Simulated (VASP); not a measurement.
A run of VASP 6.6.1:

Contents of INCAR:

```
SYSTEM = N
PREC = Accurate ; ENCUT = 520
EDIFF = 1E-6 ; ISMEAR = -1
SIGMA = 0.01 ; LREAL = .False.
LASPH = .True. ; NELM = 60
ALGO = Normal ; ISIF = 2
LWAVE = .False. ; LCHARG = .False.
GGA = RE ; NBANDS = 12
```

KPOINTS

```
regular mesh
0
Gamma
  1 1 1
  0 0 0
```

POSCAR

```
N
1.0
   12.0000000000      0.0000000000      0.0000000000
    0.0000000000     12.3000000000      0.0000000000
    0.0000000000      0.0000000000     12.6000000000
N
2
Direct
    0.5000000000      0.5000000000      0.4561425814
    0.5000000000      0.5000000000      0.5438574186
```

Potentials or basis: VASP PAW PBE potentials, release 64 (N).

The run is started by

```sh
$ cat potpaw_PBE.64/N/POTCAR > POTCAR
$ mpirun -np 1 vasp_gam > vasp.out
```

Hardware: 1 thread of AMD EPYC 7R43 64-Core Processor (Zen 3), on a shared host.

How long does it take, and how much memory?

Run time: 110 s on 1 thread of AMD EPYC 7R43 64-Core Processor (Zen 3) (shared host), peak memory 1.1 GiB. Counts: scf iterations 20, k points 1.
